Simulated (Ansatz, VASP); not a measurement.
# CdAgF4 in VASP and in Ansatz

Contents of INCAR:

```
SYSTEM = CdAgF4
PREC     = Accurate       ! precision mode
ENCUT    = 600            ! plane-wave cutoff, eV
EDIFF    = 1E-7           ! SCF threshold, eV
ISMEAR   = 0              ! smearing method
SIGMA    = 0.1            ! smearing width, eV
LREAL    = .False.        ! projectors in reciprocal space
LASPH    = .True.         ! aspherical terms in the spheres
NELM     = 200            ! most SCF steps
ALGO     = Normal         ! electronic algorithm
ISIF     = 3              ! what is computed and relaxed
LWAVE    = .False.        ! write WAVECAR
LCHARG   = .False.        ! write CHGCAR
ISPIN    = 2              ! spin polarisation
MAGMOM   = 0 0.59 0 0 0 0 ! initial moments
LORBIT   = 11             ! projections on sites
LMAXMIX  = 4              ! l up to which the mixer works
GGA      = PE             ! functional
IBRION   = 2              ! ionic algorithm
NSW      = 100            ! ionic steps
EDIFFG   = -0.01          ! ionic threshold
GGA_COMPAT= .False.      
NELMIN   = 4            
KPAR     = 4
```

KPOINTS

```
regular mesh
0
Gamma
  10 10 8
  0 0 0
```

Contents of POSCAR:

```
CdAgF4
1.0
    3.8834268723      0.0000000000      0.0000000000
    0.0000000000      3.8834268723      0.0000000000
    0.0000000000      0.0000000000      5.4491699221
Cd Ag F
1 1 4
Direct
    0.0000000000      0.0000000000      0.0000000000
    0.5000000000      0.5000000000      0.5000000000
    0.5000000000      0.0000000000      0.7504133792
    0.0000000000      0.5000000000      0.2495866208
    0.5000000000      0.0000000000      0.2495866208
    0.0000000000      0.5000000000      0.7504133792
```

Input for Ansatz:

```yaml
crystal:
  lattice:
    - [3.8834268723, 0.0, 0.0]
    - [0.0, 3.8834268723, 0.0]
    - [0.0, 0.0, 5.4491699221]
  atoms:
    - { symbol: Cd, position: [0.0, 0.0, 0.0] }
    - { symbol: Ag, position: [0.5, 0.5, 0.5], spin: 0.59 }
    - { symbol: F, position: [0.5, 0.0, 0.7504133792] }
    - { symbol: F, position: [0.0, 0.5, 0.2495866208] }
    - { symbol: F, position: [0.5, 0.0, 0.2495866208] }
    - { symbol: F, position: [0.0, 0.5, 0.7504133792] }
basis:
  ecutwfc: 420
kpoints:
  mp_grid: { grid: [10, 10, 8] }
hamiltonian:
  xc: pbe
scf:
  occupations: { method: gaussian, width: 0.1 }
output:
  forces: true
  stress: true
  eigenvalues: true
  populations: true
magnetization:
  spin_polarized: true
relax:
  adjacent_minimum: "off"
  f_tol: 0.01
  max_steps: 80
  cell: { stress_tol: 0.05 }
```

Change from the starting cell: species swapped into the Mg4SiGe type (P4/mmm, No. 123).

Alike in both runs: task relaxation of cell and atoms; functional PBE; k mesh 10 × 10 × 8; occupations gaussian, width 0.1 eV; collinear spin.

|  | VASP | Ansatz |
| --- | --- | --- |
| version | VASP 6.6.1 | Ansatz 0.2.0 |
| potentials or method | VASP PAW PBE potentials, release 64 (Cd, Ag, F), cutoff 600 eV | scalar-relativistic, plane waves, PAW |
| valence electrons in the cell | 51 | 67 |

Ansatz gave:

| Item | Value |
| --- | --- |
| gap on the k mesh at the Fermi level, each at its own relaxed structure (eV) | none |
| net moment per atom (μB) | 0.17 |
| size of the moment on the site where the two differ most (μB) | 0.54 |
| relaxed volume (Å³/atom) | 13.72 |
| relaxed length of the cell vector where the two differ most in proportion (Å) | 5.454 |

Question: What did VASP give for the same quantities?

Answer: gap on the k mesh at the Fermi level, each at its own relaxed structure (eV): none; net moment per atom (μB): 0.17; size of the moment on the site where the two differ most (μB): 0.55; relaxed volume (Å³/atom): 13.72; relaxed length of the cell vector where the two differ most in proportion (Å): 5.452.

Site moments also hang on the region over which each program counts them. A gap of «none» marks a metal or a gap that the smearing closes. VASP's potentials hold 51 valence electrons a cell and Ansatz's 67, so a difference there can come from the potentials and not from the codes.
